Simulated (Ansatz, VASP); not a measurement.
**One calculation of Te, two programs**

```
Te
1.0
     0.00000    3.52990    3.52990
     3.52990    0.00000    3.52990
     3.52990    3.52990    0.00000
Te
2
Direct
  0.12500 0.12500 0.12500
  0.87500 0.87500 0.87500
```

Alike in both runs: functional PBEsol; k mesh 8 × 8 × 8; occupations fermi-dirac, width 0.1 eV; no spin polarisation.

Ansatz relaxed the structure, and its values are those at the end. VASP's run is a single point on that final structure, the one shown.

|  | VASP | Ansatz |
| --- | --- | --- |
| version | VASP 6.6.1 | Ansatz 0.2.0 |
| potentials or method | VASP PAW PBE potentials, release 64 (Te), cutoff 520 eV | plane waves (420 eV) with PAW, scalar-relativistic |
| valence electrons in the cell | 12 | 32 |

```tsv
	VASP	Ansatz	Ansatz less VASP
pressure (GPa)	0.0	0.0	-0.03
```

VASP's potentials were made for PBE, not for PBEsol, and Ansatz warns of the same on its side. VASP's potentials hold 12 valence electrons a cell and Ansatz's 32, so a difference there can come from the potentials and not from the codes.

Spin-orbit coupling is off throughout.
